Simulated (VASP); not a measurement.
Crystal: LiMg.

```xyz
2
Lattice="3.3782 0.0000 0.0000 0.0000 3.3782 0.0000 0.0000 0.0000 3.5526" Properties=species:S:1:pos:R:3 pbc="T T T"
Li    0.0000    0.0000    0.0000
Mg    1.6891    1.6891    1.7763
```

| Item | Value |
| --- | --- |
| Program | VASP 6.6.1 |
| Task | relaxation of cell and atoms |
| Functional | LDA |
| Potentials or basis | VASP PAW LDA potentials, release 64 (Li_sv, Mg_sv) |
| Cutoff | 880 eV |
| k mesh | 12 × 12 × 12 |
| Occupations | fermi-dirac, width 0.02 eV |
| Spin | no spin polarisation |

At the start: pressure -1.9 GPa; volume 20.27 Å³/atom.

Problem. How do energy, volume and symmetry change on relaxing?

Solution. Over 3 steps the energy falls by 8.5 meV/atom and the volume is 18.84 Å³/atom (-7.1 %); space group P4/mmm (No. 123, to 0.1 Å) before and after.

Step by step:
| step | energy change (eV) | largest force (eV/Å) | pressure (GPa) | volume (Å³) |
| --- | --- | --- | --- | --- |
| 1 | 0.0000 | 0.0000 | -1.85 | 40.54 |
| 2 | -0.0122 | 0.0000 | -1.01 | 39.18 |
| 3 | -0.0169 | 0.0000 | 0.06 | 37.68 |

Final structure:
```
CELL_PARAMETERS angstrom
3.30011 0.00000 0.00000
0.00000 3.30011 0.00000
0.00000 0.00000 3.45996
ATOMIC_POSITIONS crystal
Li 0.00000 0.00000 0.00000
Mg 0.50000 0.50000 0.50000
```
